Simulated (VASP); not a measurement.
# Au3S (Pm-3m) in VASP: notebook

Au3S is run at these levels: PBE; tasks: single point, relaxation of cell and atoms.

Program: VASP 6.6.1. These are calculated values, not measurements. Logs are shortened: lines on timing, memory, paths and dates and some standing lists are left out, and cuts for length are marked.

## 1. The cell of the first run

Symmetry: Pm-3m, No. 221, cubic system. Conventional cell: a = 4.149 Å, b = 4.149 Å, c = 4.149 Å, α = 90.00°, β = 90.00°, γ = 90.00°. Within 3.9 Å of S (site symmetry m-3m) lie 12 Au at 2.93 Å. Within 3.9 Å of Au (site symmetry 4/mmm) lie 4 S at 2.93 Å and 8 Au at 2.93 Å.

## 2. Single point, PBE

Input file INCAR:

```
PREC = Accurate
ENCUT = 520
EDIFF = 1E-7
ISMEAR = 0
SIGMA = 0.1
LREAL = F
LASPH = T
NELM = 80
ALGO = Normal
ISIF = 2
LWAVE = F
LCHARG = T
GGA = PE
LELF = T
LVHAR = T
NBANDS = 28
```

Input file KPOINTS:

```
regular mesh
0
Gamma
  4 4 4
```

Input file POSCAR:

```
Au3S
1.0
    4.1494476979      0.0000000000      0.0000000000
    0.0000000000      4.1494476979      0.0000000000
    0.0000000000      0.0000000000      4.1494476979
S Au
1 3
Direct
    0.0000000000      0.0000000000      0.0000000000
    0.0000000000      0.5000000000      0.5000000000
    0.5000000000      0.0000000000      0.5000000000
    0.5000000000      0.5000000000      0.0000000000
```

Potentials or basis: VASP PAW PBE potentials, release 64 (S, Au).

The run is started by

```bash
cat potpaw_PBE.64/S/POTCAR potpaw_PBE.64/Au/POTCAR > POTCAR
mpirun -np 1 vasp_std > vasp.out
```

OUTCAR:

```text
PREC = Accurate
   ENCUT = 520
   EDIFF = 1E-7
   ISMEAR = 0
   LREAL = F
   LASPH = T
   NELM = 80
   ISIF = 2
   GGA = PE

 ion  position               nearest neighbor table
   1  0.000  0.000  0.000-   2 2.93   3 2.93   4 2.93   2 2.93   3 2.93   2 2.93   4 2.93   2 2.93
                             3 2.93   4 2.93   3 2.93   4 2.93
   2  0.000  0.500  0.500-   1 2.93   3 2.93   4 2.93   1 2.93   4 2.93   1 2.93   3 2.93   1 2.93
                             3 2.93   4 2.93   4 2.93   3 2.93
   3  0.500  0.000  0.500-   1 2.93   2 2.93   4 2.93   1 2.93   4 2.93   2 2.93   4 2.93   4 2.93
                             1 2.93   2 2.93   1 2.93   2 2.93
   4  0.500  0.500  0.000-   1 2.93   2 2.93   3 2.93   2 2.93   3 2.93   1 2.93   3 2.93   3 2.93
                             1 2.93   2 2.93   2 2.93   1 2.93

  LATTYP: Found a simple cubic cell.
 ALAT       =     4.1494476979

  Lattice vectors:

 A1 = (   4.1494476979,   0.0000000000,   0.0000000000)
 A2 = (   0.0000000000,   4.1494476979,   0.0000000000)
 A3 = (   0.0000000000,   0.0000000000,   4.1494476979)

Analysis of symmetry for initial positions (statically):
=====================================================================
 Subroutine PRICEL returns:
 Original cell was already a primitive cell.

 Routine SETGRP: Setting up the symmetry group for a
 simple cubic supercell.

 Subroutine GETGRP returns: Found 48 space group operations
 (whereof 48 operations were pure point group operations)
 out of a pool of 48 trial point group operations.

The static configuration has the point symmetry O_h .

Analysis of symmetry for dynamics (positions and initial velocities):
=====================================================================
 Subroutine PRICEL returns:
 Original cell was already a primitive cell.

 Routine SETGRP: Setting up the symmetry group for a
 simple cubic supercell.

 Subroutine GETGRP returns: Found 48 space group operations
 (whereof 48 operations were pure point group operations)
 out of a pool of 48 trial point group operations.

The dynamic configuration has the point symmetry O_h .

 Subroutine INISYM returns: Found 48 space group operations
 (whereof 48 operations are pure point group operations),
 and found     1 'primitive' translations

----------------------------------------------------------------------------------------

                                     Primitive cell

  volume of cell :      71.4448

  direct lattice vectors                    reciprocal lattice vectors
[... 78 lines left out ...]
   EDIFFG = 0.1E-05   stopping-criterion for IOM
   NSW    =      0    number of steps for IOM
   IBRION =     -1    ionic relax: 0-MD 1-quasi-New 2-CG
   NFREE  =      0    steps in history (QN), initial steepest desc. (CG)
   ISIF   =      2    stress and relaxation
   ISYM   =      2    0-nonsym 1-usesym 2-fastsym
   POTIM  = 0.5000    time-step for ionic-motion
   TEBEG  =    0.0;   TEEND  =   0.0 temperature during run
   PSTRESS=    0.0 pullay stress
   NELECT =      39.0000    total number of electrons
   NUPDOWN=      -1.0000    fix difference up-down
   EMIN   =  10.00;   EMAX   =-10.00  energy-range for DOS
   EFERMI =   0.00;   METHOD = LEGACY
   ISMEAR =     0;   SIGMA  =   0.10  broadening in eV -4-tet -1-fermi 0-gaus
   EFERMI_NEDOS =   21; number of points for ismear=-14 and -15
   IALGO  =     38    algorithm
   IMIX   =      4    mixing-type and parameters
     AMIX     =   0.40;   BMIX     =  1.00
     AMIX_MAG =   1.60;   BMIX_MAG =  1.00
  volume/ion in A,a.u.               =      17.86       120.53
  Fermi-wavevector in a.u.,A,eV,Ry     =   1.337949  2.528356 24.355874  1.790106
  Thomas-Fermi vector in A             =   2.466457
   LORBIT       =      0    0 simple, 1 ext, 2 COOP (PROOUT), +10 PAW based schemes
   GGA     = PE    functional components
   LHFCALC =     F    Hartree Fock is set to
   AEXX    =    0.0000 exact exchange contribution
   IVDW    =     0    specifies the selected vdW correction
   LEPSILON=     F    determine dielectric tensor
   LRPA    =     F    only Hartree local field effects (RPA)
 non-spin polarized calculation
 Gauss-broadening in eV      SIGMA  =   0.10
  energy-cutoff  :      520.00
  volume of cell :       71.44
 maximum number of plane-waves:      1956
 NGX is ok and might be reduce to    32
   NGX = 15   NGY = 15   NGZ = 15

 number of electron      38.9999992 magnetization

 Free energy of the ion-electron system (eV)
  ---------------------------------------------------
  ext. energy  EPLUGINS =         0.00000000
  ---------------------------------------------------
  free energy    TOTEN  =       -12.38209628 eV

  energy without entropy =      -12.36672945  energy(sigma->0) =      -12.37441287

 E-fermi :   8.0221     XC(G=0): -11.9639

 val. band max:        7.9237722925   @ k =   0.5000   0.2500   0.0000
 cond. band min:       8.0604564753   @ k =   0.5000   0.2500   0.0000
 fundamental gap:      0.1366841827
 Fermi energy:         8.0220966492

 k-point     1 :       0.0000    0.0000    0.0000
  band No.  band energies     occupation
      1      -5.6535      2.00000
      2       0.7646      2.00000
      3       2.4447      2.00000
      4       2.4447      2.00000
      5       2.4447      2.00000
      6       2.6286      2.00000
[... 299 lines left out ...]
     27      21.0894      0.00000
     28      21.0894      0.00000

------------------------ aborting loop because EDIFF is reached ----------------------------------------

  FORCE on cell =-STRESS in cart. coord.  units (eV):
  Direction    XX          YY          ZZ          XY          YZ          ZX
  --------------------------------------------------------------------------------------
  -------------------------------------------------------------------------------------
  Total       -0.0701588     -0.0701588     -0.0701588      0.0000000     -0.0000000      0.0000000
  in kB       -1.5733380     -1.5733380     -1.5733380      0.0000000     -0.0000000      0.0000000
  external PRESSURE =      -1.5733380 kB  Pullay stress =       0.0000000 kB

 VOLUME and BASIS-vectors are now :
 -----------------------------------------------------------------------------
  energy-cutoff  :      520.00
  volume of cell :       71.44
      direct lattice vectors                 reciprocal lattice vectors
     4.149447698  0.000000000  0.000000000     0.240995928  0.000000000  0.000000000
     0.000000000  4.149447698  0.000000000     0.000000000  0.240995928  0.000000000
     0.000000000  0.000000000  4.149447698     0.000000000  0.000000000  0.240995928

 POSITION                                       TOTAL-FORCE (eV/Angst)
 -----------------------------------------------------------------------------------
      0.00000      0.00000      0.00000         0.000000      0.000000      0.000000
      0.00000      2.07472      2.07472         0.000000      0.000000      0.000000
      2.07472      0.00000      2.07472         0.000000      0.000000      0.000000
      2.07472      2.07472      0.00000         0.000000      0.000000      0.000000
 -----------------------------------------------------------------------------------
    total drift:                                0.000000     -0.000000     -0.000000

  FREE ENERGIE OF THE ION-ELECTRON SYSTEM (eV)
  ---------------------------------------------------
  free  energy   TOTEN  =       -12.3820962806 eV

  energy  without entropy=      -12.3667294499  energy(sigma->0) =      -12.37441287
```

OSZICAR:

```text
N       E                     dE             d eps       ncg     rms          rms(c)
DAV:   1     0.228724818559E+03    0.22872E+03   -0.19446E+04   560   0.130E+03
DAV:   2    -0.563311335284E+01   -0.23436E+03   -0.22460E+03   632   0.286E+02
DAV:   3    -0.132939862765E+02   -0.76609E+01   -0.75467E+01   612   0.483E+01
DAV:   4    -0.133549658092E+02   -0.60980E-01   -0.60915E-01   628   0.483E+00
DAV:   5    -0.133555660325E+02   -0.60022E-03   -0.60020E-03   624   0.503E-01    0.164E+01
DAV:   6    -0.124265511425E+02    0.92901E+00   -0.34465E+00   624   0.134E+01    0.118E+01
DAV:   7    -0.123909982205E+02    0.35553E-01   -0.23611E-01   612   0.254E+00    0.558E+00
DAV:   8    -0.123828993096E+02    0.80989E-02   -0.37728E-02   600   0.120E+00    0.138E+00
DAV:   9    -0.123820981547E+02    0.80115E-03   -0.22500E-03   636   0.263E-01    0.203E-01
DAV:  10    -0.123820864230E+02    0.11732E-04   -0.42214E-04   616   0.135E-01    0.873E-02
DAV:  11    -0.123820962951E+02   -0.98721E-05   -0.14502E-05   624   0.282E-02    0.504E-03
DAV:  12    -0.123820961842E+02    0.11085E-06   -0.47502E-07   588   0.420E-03    0.199E-03
DAV:  13    -0.123820962806E+02   -0.96393E-07   -0.38333E-08   336   0.154E-03
   1 F= -.12382096E+02 E0= -.12374413E+02  d E =-.153668E-01
```

It took 10 s on 1 thread of Intel Xeon Platinum 8488C (Sapphire Rapids), shared host; peak memory 0.17 GiB.

Results:

| Property | Result |
| --- | --- |
| Free energy | -12.3821 eV |
| Pressure | -0.2 GPa |
| Band gap on the k mesh | zero (an odd number of electrons rules out a gap without spin polarisation) |

Caveat: the k points lie up to 0.38 Å⁻¹ apart, too coarse for converged energies and pressures of a metal; spin-orbit coupling is left out, which moves the levels of the heavy elements.

## 3. Relaxation of cell and atoms, PBE

This run uses another cell than the first one, of 18.64 Å³/atom.

Input file INCAR:

```
SYSTEM = Au3S
PREC = Accurate
ENCUT = 600
EDIFF = 1E-7
ISMEAR = 0
SIGMA = 0.1
LREAL = .FALSE.
LASPH = .TRUE.
NELM = 100
ALGO = Normal
ISIF = 3
LWAVE = .FALSE.
LCHARG = .FALSE.
GGA = PE
IBRION = 2
NSW = 90
EDIFFG = -0.04
```

Input file KPOINTS:

```
regular mesh
0
G
  4 4 4
  0 0 0
```

Input file POSCAR:

```
Au3S
1.0
    4.2089561019      0.0000000000      0.0000000000
    0.0000000000      4.2089561019      0.0000000000
    0.0000000000      0.0000000000      4.2089561019
S Au
1 3
Direct
    0.0000000000      0.0000000000      0.0000000000
    0.0000000000      0.5000000000      0.5000000000
    0.5000000000      0.0000000000      0.5000000000
    0.5000000000      0.5000000000      0.0000000000
```

Potentials or basis: VASP PAW PBE potentials, release 64 (S, Au).

The run is started by

```bash
cat potpaw_PBE.64/S/POTCAR potpaw_PBE.64/Au/POTCAR > POTCAR
mpirun -np 1 vasp_std > vasp.out
```

OUTCAR:

```text
SYSTEM = Au3S
   PREC = Accurate
   ENCUT = 600
   EDIFF = 1E-7
   ISMEAR = 0
   LREAL = .FALSE.
   LASPH = .TRUE.
   NELM = 100
   ISIF = 3
   GGA = PE
   IBRION = 2
   NSW = 90
   EDIFFG = -0.04

 ion  position               nearest neighbor table
   1  0.000  0.000  0.000-   2 2.98   3 2.98   4 2.98   2 2.98   3 2.98   2 2.98   4 2.98   2 2.98
                             3 2.98   4 2.98   3 2.98   4 2.98
   2  0.000  0.500  0.500-   1 2.98   3 2.98   4 2.98   1 2.98   4 2.98   1 2.98   3 2.98   1 2.98
                             3 2.98   4 2.98   4 2.98   3 2.98
   3  0.500  0.000  0.500-   1 2.98   2 2.98   4 2.98   1 2.98   4 2.98   2 2.98   4 2.98   4 2.98
                             1 2.98   2 2.98   1 2.98   2 2.98
   4  0.500  0.500  0.000-   1 2.98   2 2.98   3 2.98   2 2.98   3 2.98   1 2.98   3 2.98   3 2.98
                             1 2.98   2 2.98   2 2.98   1 2.98

  LATTYP: Found a simple cubic cell.
[... 180 lines left out ...]
  -------------------------------------------------------------------------------------
  Total       -2.1089074     -2.1089074     -2.1089074     -0.0000000      0.0000000     -0.0000000
  in kB      -45.3153042    -45.3153042    -45.3153042     -0.0000000      0.0000000     -0.0000000
  external PRESSURE =     -45.3153042 kB  Pullay stress =       0.0000000 kB
[... 63 lines left out ...]
--------------------------------------- Ionic step        3  -------------------------------------------

 number of electron      39.0000000 magnetization

 Free energy of the ion-electron system (eV)
  ---------------------------------------------------
  ext. energy  EPLUGINS =         0.00000000
  ---------------------------------------------------
  free energy    TOTEN  =       -12.38252963 eV

  energy without entropy =      -12.36714800  energy(sigma->0) =      -12.37483881

 E-fermi :   8.0288     XC(G=0): -11.9665

 val. band max:        7.9306214465   @ k =   0.5000   0.2500   0.0000
 cond. band min:       8.0670057921   @ k =   0.5000   0.2500   0.0000
 fundamental gap:      0.1363843456
 Fermi energy:         8.0287616427

 k-point     1 :       0.0000    0.0000    0.0000
  band No.  band energies     occupation
      1      -5.6500      2.00000
      2       0.7675      2.00000
      3       2.4480      2.00000
      4       2.4480      2.00000
      5       2.4480      2.00000
      6       2.6319      2.00000
[... 280 lines left out ...]
  FREE ENERGIE OF THE ION-ELECTRON SYSTEM (eV)
  ---------------------------------------------------
  free  energy   TOTEN  =       -12.3825296282 eV

  energy  without entropy=      -12.3671479982  energy(sigma->0) =      -12.37483881

 reached required accuracy - stopping structural energy minimisation
```

CONTCAR:

```text
Au3S
   1.00000000000000
     4.1488374126775645   -0.0000000000000000   -0.0000000000000000
    -0.0000000000000000    4.1488374126775645   -0.0000000000000000
    -0.0000000000000000    0.0000000000000000    4.1488374126775645
  S               Au
     1     3
Direct
     0.0000000000000000    0.0000000000000000    0.0000000000000000
     0.0000000000000000    0.5000000000000000    0.5000000000000000
     0.5000000000000000    0.0000000000000000    0.5000000000000000
     0.5000000000000000    0.5000000000000000    0.0000000000000000

  0.00000000E+00  0.00000000E+00  0.00000000E+00
  0.00000000E+00  0.00000000E+00  0.00000000E+00
  0.00000000E+00  0.00000000E+00  0.00000000E+00
  0.00000000E+00  0.00000000E+00  0.00000000E+00
```

It took 38 s on 1 thread of Intel Xeon Platinum 8488C (Sapphire Rapids), shared host; peak memory 0.21 GiB.

Results:

- Free energy: -12.3825 eV
- Relaxed volume: 17.85 Å³/atom
- Relaxed cell: a = 4.149 Å, b = 4.149 Å, c = 4.149 Å, α = 90.00°, β = 90.00°, γ = 90.00°
- Space group after relaxing (to 0.1 Å): Pm-3m (No. 221)
- Energy gained by relaxing: 11.7 meV/atom
- Ionic steps: 3
- Pressure after relaxing: 0.0 GPa
- Band gap on the k mesh: zero (an odd number of electrons rules out a gap without spin polarisation)

The path:
```tsv
step	energy change (eV)	largest force (eV/Å)	pressure (GPa)	volume (Å³)
1	0.0000	0.0000	-4.53	74.56
2	-0.0153	0.0000	4.41	69.02
3	-0.0469	0.0000	-0.02	71.41
```

Final structure:
```xyz
4
Lattice="4.1488 0.0000 0.0000 0.0000 4.1488 0.0000 0.0000 0.0000 4.1488" Properties=species:S:1:pos:R:3 pbc="T T T"
S     0.0000    0.0000    0.0000
Au    0.0000    2.0744    2.0744
Au    2.0744    0.0000    2.0744
Au    2.0744    2.0744    0.0000
```

Caveat: the k points lie up to 0.38 Å⁻¹ apart in the final cell, too coarse for converged energies and pressures of a metal; spin-orbit coupling is left out, which moves the levels of the heavy elements.
